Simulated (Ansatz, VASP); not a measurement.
# Two plane-wave programs on ZnGaH

```xyz
6
Lattice="7.0011 0.0000 0.0000 0.0000 2.6865 0.0000 0.0000 0.0000 4.6543" Properties=species:S:1:pos:R:3 pbc="T T T"
Zn    0.0000    1.3433    0.0000
Zn    3.5006    1.3433    0.0000
Ga    0.0000    0.0000    2.3272
Ga    3.5006    0.0000    2.3272
H     5.2508    0.0000    2.6048
H     1.7503    0.0000    2.0495
```

Change from the starting cell: the structure that the rattled cell fell into.

Alike in both runs: functional PBE; k mesh 6 × 14 × 8; occupations gaussian, width 0.1 eV; no spin polarisation.

Ansatz relaxed the structure, and its values are those at the end. VASP's run is a single point on that final structure, the one shown.

```csv
,VASP,Ansatz
version,VASP 6.6.1,Ansatz 0.2.0
potentials or method,"VASP PAW PBE potentials, release 64 (Zn, Ga_d, H), cutoff 520 eV","scalar-relativistic, plane waves, PAW"
valence electrons in the cell,52,52
```

```tsv
	VASP	Ansatz	Ansatz less VASP
gap on the k mesh at the Fermi level (eV)	none	none	-
pressure (GPa)	0.1	0.0	-0.08
```

A gap of «none» marks a metal or a gap that the smearing closes. The functional is the same, so the differences come from potentials, cutoffs and numerics.
